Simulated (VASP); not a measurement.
# CaSe (Pm-3m) in VASP: settings compared

CaSe is run at these levels: PBE, HSE06; tasks: single point.

Everything below comes from runs of VASP 6.6.1. Logs are shortened: lines on timing, memory, paths and dates and some standing lists are left out, and cuts for length are marked.

**1. The cell of the first run**

The structure is cubic, space group Pm-3m (No. 221). The conventional cell has a = 3.635 Å, b = 3.635 Å, c = 3.635 Å, α = 90.00°, β = 90.00°, γ = 90.00°. Within 4.1 Å of Ca (site symmetry m-3m) lie 8 Se at 3.15 Å and 6 Ca at 3.63 Å. Se (site symmetry m-3m) has 8 Ca at 3.15 Å and 6 Se at 3.63 Å within 4.1 Å.

**2. Single point, PBE, non-collinear spin, zero start, spin-orbit coupling**

INCAR reads:

```
  PREC = Accurate
  ENCUT = 520
  EDIFF = 1E-7
  ISMEAR = -1
  SIGMA = 0.02
  LREAL = False
  LASPH = True
  NELM = 150
  ALGO = Normal
  ISIF = 2
  LWAVE = False
  LCHARG = False
  MAGMOM = 0 0 0 0 0 0
  LORBIT = 11
  LSORBIT = True
  GGA_COMPAT = False
  LORBMOM = True
  GGA = PE
  NBANDS = 28
```

KPOINTS reads:

```
regular mesh
0
Gamma
  8 8 8
```

POSCAR reads:

```
CaSe
1.0
    3.6347849047      0.0000000000      0.0000000000
    0.0000000000      3.6347849047      0.0000000000
    0.0000000000      0.0000000000      3.6347849047
Ca Se
1 1
Direct
    0.0000000000      0.0000000000      0.0000000000
    0.5000000000      0.5000000000      0.5000000000
```

Potentials or basis: VASP PAW PBE potentials, release 64 (Ca_sv, Se).

Launch:

```console
> cat potpaw_PBE.64/Ca_sv/POTCAR potpaw_PBE.64/Se/POTCAR > POTCAR
> mpirun -np 1 vasp_ncl > vasp.out
```

OUTCAR:

```text
PREC = Accurate
   ENCUT = 520
   EDIFF = 1E-7
   ISMEAR = -1
   LREAL = False
   LASPH = True
   NELM = 150
   ISIF = 2
   LORBIT = 11
   LSORBIT = True
   GGA = PE

 ion  position               nearest neighbor table
   1  0.000  0.000  0.000-
   2  0.500  0.500  0.500-

  LATTYP: Found a simple cubic cell.
 ALAT       =     3.6347849047

  Lattice vectors:

 A1 = (   3.6347849047,   0.0000000000,   0.0000000000)
 A2 = (   0.0000000000,   3.6347849047,   0.0000000000)
 A3 = (   0.0000000000,   0.0000000000,   3.6347849047)

Analysis of symmetry for initial positions (statically):
=====================================================================
 Subroutine PRICEL returns:
 Original cell was already a primitive cell.

 Routine SETGRP: Setting up the symmetry group for a
 simple cubic supercell.

 Subroutine GETGRP returns: Found 48 space group operations
 (whereof 48 operations were pure point group operations)
 out of a pool of 48 trial point group operations.

The static configuration has the point symmetry O_h .

Analysis of symmetry for dynamics (positions and initial velocities):
=====================================================================
 Subroutine PRICEL returns:
 Original cell was already a primitive cell.

 Routine SETGRP: Setting up the symmetry group for a
 simple cubic supercell.

 Subroutine GETGRP returns: Found 48 space group operations
 (whereof 48 operations were pure point group operations)
 out of a pool of 48 trial point group operations.

The dynamic configuration has the point symmetry O_h .

Analysis of structural, dynamic, and magnetic symmetry:
=====================================================================
 Subroutine PRICEL returns:
 Original cell was already a primitive cell.

 Routine SETGRP: Setting up the symmetry group for a
 simple cubic supercell.

 Subroutine GETGRP returns: Found 48 space group operations
 (whereof 48 operations were pure point group operations)
 out of a pool of 48 trial point group operations.

The overall configuration has the point symmetry O_h .

 Subroutine INISYM returns: Found 48 space group operations
 (whereof 48 operations are pure point group operations),
 and found     1 'primitive' translations

----------------------------------------------------------------------------------------

                                     Primitive cell
[... 917 lines left out ...]
      1.81739      1.81739      1.81739         0.000000      0.000000      0.000000
 -----------------------------------------------------------------------------------
    total drift:                                0.000000      0.000000      0.000000

  FREE ENERGIE OF THE ION-ELECTRON SYSTEM (eV)
  ---------------------------------------------------
  free  energy   TOTEN  =        -8.8221483933 eV

  energy  without entropy=       -8.8221483932  energy(sigma->0) =       -8.82214839

 orbital moment (x)

 # of ion     p       d       tot
 ----------------------------------------
  1        -0.000   0.000   0.000
  2         0.000  -0.000  -0.000
 ----------------------------------------
           -0.000   0.000   0.000

 orbital moment (y)

 # of ion     p       d       tot
 ----------------------------------------
  1        -0.000  -0.000  -0.000
  2        -0.000   0.000   0.000
 ----------------------------------------
           -0.000  -0.000  -0.000

 orbital moment (z)

 # of ion     p       d       tot
 ----------------------------------------
  1         0.000   0.000   0.000
  2         0.000  -0.000  -0.000
 ----------------------------------------
            0.000  -0.000  -0.000

 Spin-Orbit-Coupling matrix elements

 Ion:    1  E_soc:     -0.0059506
 l=   1
     0.0000000    -0.0009818    -0.0009818
    -0.0009818     0.0000000    -0.0009818
    -0.0009818    -0.0009818     0.0000000
 l=   2
     0.0000000    -0.0000004     0.0000000    -0.0000004    -0.0000096
    -0.0000004     0.0000000    -0.0000072    -0.0000004    -0.0000024
     0.0000000    -0.0000072     0.0000000    -0.0000072     0.0000000
    -0.0000004    -0.0000004    -0.0000072     0.0000000    -0.0000024
    -0.0000096    -0.0000024     0.0000000    -0.0000024     0.0000000
 l=   3
     0.0000000     0.0000000     0.0000000     0.0000000     0.0000000     0.0000000     0.0000000
     0.0000000     0.0000000     0.0000000     0.0000000     0.0000000     0.0000000     0.0000000
     0.0000000     0.0000000     0.0000000     0.0000000     0.0000000     0.0000000     0.0000000
     0.0000000     0.0000000     0.0000000     0.0000000     0.0000000     0.0000000     0.0000000
     0.0000000     0.0000000     0.0000000     0.0000000     0.0000000     0.0000000     0.0000000
     0.0000000     0.0000000     0.0000000     0.0000000     0.0000000     0.0000000     0.0000000
     0.0000000     0.0000000     0.0000000     0.0000000     0.0000000     0.0000000     0.0000000

 Ion:    2  E_soc:     -0.0367306
 l=   1
     0.0000000    -0.0061184    -0.0061184
    -0.0061184     0.0000000    -0.0061184
    -0.0061184    -0.0061184     0.0000000
 l=   2
     0.0000000     0.0000005     0.0000000     0.0000005    -0.0000039
     0.0000005     0.0000000    -0.0000029     0.0000005    -0.0000010
     0.0000000    -0.0000029     0.0000000    -0.0000029     0.0000000
     0.0000005     0.0000005    -0.0000029     0.0000000    -0.0000010
    -0.0000039    -0.0000010     0.0000000    -0.0000010     0.0000000
 l=   3
     0.0000000     0.0000000     0.0000000     0.0000000     0.0000000     0.0000000     0.0000000
     0.0000000     0.0000000     0.0000000     0.0000000     0.0000000     0.0000000     0.0000000
     0.0000000     0.0000000     0.0000000     0.0000000     0.0000000     0.0000000     0.0000000
     0.0000000     0.0000000     0.0000000     0.0000000     0.0000000     0.0000000     0.0000000
     0.0000000     0.0000000     0.0000000     0.0000000     0.0000000     0.0000000     0.0000000
     0.0000000     0.0000000     0.0000000     0.0000000     0.0000000     0.0000000     0.0000000
     0.0000000     0.0000000     0.0000000     0.0000000     0.0000000     0.0000000     0.0000000

 total charge

# of ion       s       p       d       tot
------------------------------------------
    1        2.030   5.843   0.233   8.105
    2        1.443   2.442   0.010   3.896
--------------------------------------------------
tot          3.473   8.285   0.243  12.001

 magnetization (x)

# of ion       s       p       d       tot
------------------------------------------
    1       -0.000   0.000  -0.000   0.000
    2       -0.000   0.000   0.000  -0.000
--------------------------------------------------
tot         -0.000   0.000  -0.000  -0.000

 magnetization (y)

# of ion       s       p       d       tot
------------------------------------------
    1        0.000  -0.000   0.000   0.000
    2       -0.000   0.000  -0.000  -0.000
--------------------------------------------------
tot         -0.000  -0.000   0.000  -0.000

 magnetization (z)

# of ion       s       p       d       tot
------------------------------------------
    1       -0.000  -0.000   0.000  -0.000
    2        0.000   0.000  -0.000   0.000
--------------------------------------------------
tot          0.000  -0.000   0.000   0.000
```

OSZICAR:

```text
N       E                     dE             d eps       ncg     rms          rms(c)
DAV:   1     0.131046803811E+03    0.13105E+03   -0.73633E+03  1960   0.107E+03
DAV:   2    -0.422971155560E+00   -0.13147E+03   -0.12539E+03  2168   0.295E+02
DAV:   3    -0.863553142335E+01   -0.82126E+01   -0.80723E+01  3156   0.643E+01
DAV:   4    -0.897255596934E+01   -0.33702E+00   -0.33395E+00  2812   0.104E+01
DAV:   5    -0.898064145737E+01   -0.80855E-02   -0.80837E-02  2748   0.131E+00    0.449E+00
DAV:   6    -0.883293905090E+01    0.14770E+00   -0.17714E-01  2400   0.261E+00    0.262E+00
DAV:   7    -0.882014865073E+01    0.12790E-01   -0.89403E-02  2544   0.213E+00    0.891E-01
DAV:   8    -0.882147707690E+01   -0.13284E-02   -0.13667E-02  2588   0.794E-01    0.477E-01
DAV:   9    -0.882198850730E+01   -0.51143E-03   -0.66753E-04  2416   0.201E-01    0.790E-02
DAV:  10    -0.882209940749E+01   -0.11090E-03   -0.29077E-04  2532   0.144E-01    0.395E-02
DAV:  11    -0.882214383109E+01   -0.44424E-04   -0.13240E-04  2340   0.818E-02    0.919E-03
DAV:  12    -0.882214841757E+01   -0.45865E-05   -0.12564E-05  2308   0.315E-02    0.645E-03
DAV:  13    -0.882214839329E+01    0.24281E-07   -0.47602E-07  2848   0.435E-03
   1 F= -.88221484E+01 E0= -.88221484E+01  d E =-.634858E-10  mag=    -0.0000    -0.0000     0.0000
```

It took 2.4 min on 1 thread of Oxide Virtual Turin-like, shared host; peak memory 0.25 GiB.

Results:

- Free energy: -8.8221 eV
- Pressure: 0.8 GPa
- Net moment: 0.00 μB per cell
- Valence electrons inside the program's atomic spheres: Ca 8.11; Se 3.90

Moments on the atoms (μB; x, y, z):
```
Ca  0.00 0.00 0.00
Se  0.00 0.00 0.00
```

Caveat: the structure was generated, so it needn't be the stable form of CaSe.

**3. Single point, HSE06**

This run uses another cell than the first one, of 24.20 Å³/atom.

POSCAR reads:

```
CaSe
1.0
    3.6442578107      0.0000000000      0.0000000000
    0.0000000000      3.6442578107      0.0000000000
    0.0000000000      0.0000000000      3.6442578107
Ca Se
1 1
Direct
    0.0000000000      0.0000000000      0.0000000000
    0.5000000000      0.5000000000      0.5000000000
```

INCAR.step1 reads:

```
SYSTEM = CaSe
PREC = Accurate ; ENCUT = 520
EDIFF = 1E-5 ; ISMEAR = -1
SIGMA = 0.02 ; LREAL = .False.
LASPH = .True. ; NELM = 80
ALGO = Normal ; ISIF = 2
LWAVE = .True. ; LCHARG = .False.
GGA = PE ; NBANDS = 15
```

INCAR.step2 reads:

```
SYSTEM = CaSe
PREC = Accurate ; ENCUT = 520
EDIFF = 1E-6 ; ISMEAR = -1
SIGMA = 0.02 ; LREAL = .False.
LASPH = .True. ; NELM = 80
ALGO = Normal ; ISIF = 2
LWAVE = .False. ; LCHARG = .False.
GGA = PE ; LHFCALC = .True.
HFSCREEN = 0.2079 ; PRECFOCK = Normal
ISTART = 1 ; NBANDS = 15
```

KPOINTS reads:

```
Automatic mesh
0
Gamma
  4 4 4
  0 0 0
```

Potentials or basis: VASP PAW PBE potentials, release 64 (Ca_sv, Se).

Launch:

```console
> cat potpaw_PBE.64/Ca_sv/POTCAR potpaw_PBE.64/Se/POTCAR > POTCAR
> cp INCAR.step1 INCAR
> mpirun -np 1 vasp_std > vasp.out
> cp INCAR.step2 INCAR
> mpirun -np 1 vasp_std > vasp.out
```

Wall time 14 min (1 thread of Oxide Virtual Turin-like, shared host); peak memory 0.24 GiB.

It converged, with:

```
Free energy            : -9.8925 eV
Pressure               : 0.0 GPa
Band gap on the k mesh : 1.55 eV
```

Levels at points of the mesh, in eV from the valence-band top:
```csv
k point,band 6,band 7,band 8,band 9,band 10,band 11
"(0.00, 0.00, 0.00)",-0.97,-0.97,-0.97,2.04,2.04,2.86
"(0.50, 0.00, 0.00)",-5.34,-1.08,-1.08,3.18,5.46,6.09
"(0.50, 0.50, 0.00)",-3.90,-3.90,0.00,1.55,4.06,4.35
"(0.50, 0.50, 0.50)",-3.97,-3.97,-3.97,4.58,4.58,4.58
```

Caveat: the k points lie up to 0.43 Å⁻¹ apart; the structure was generated, so it needn't be the stable form of CaSe; the PAW data sets were made with another functional, which shifts forces and pressure a little.
